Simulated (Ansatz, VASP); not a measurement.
# Pt in VASP and in Ansatz

```
Pt
1.0
     2.54884    0.00000    0.00000
     0.00000    2.54884    0.00000
     0.00000    0.00000    2.54884
Pt
1
Direct
  0.00000 0.00000 0.00000
```

Alike in both runs: task relaxation of cell and atoms; functional PBE; k mesh 6 × 6 × 6; occupations gaussian, width 0.1 eV; no spin polarisation.

|  | VASP | Ansatz |
| --- | --- | --- |
| version | VASP 6.6.1 | Ansatz 0.2.0 |
| potentials or method | VASP PAW PBE potentials, release 64 (Pt), cutoff 500 eV | scalar-relativistic, plane waves, PAW |
| valence electrons in the cell | 10 | 18 |

|  | VASP | Ansatz | Ansatz less VASP |
| --- | --- | --- | --- |
| gap on the k mesh at the Fermi level, each at its own relaxed structure (eV) | none | none | - |
| relaxed volume (Å³/atom) | 18.10 | 18.12 | +0.020 |
| relaxed cell length with the largest relative difference (Å) | 2.626 | 2.627 | +0.0010 |

A gap of «none» marks a metal or a gap that the smearing closes. VASP's potentials hold 10 valence electrons a cell and Ansatz's 18, so a difference there can come from the potentials and not from the codes.

The k mesh is coarse, so the values compare programs but aren't converged. Spin-orbit coupling is off throughout.
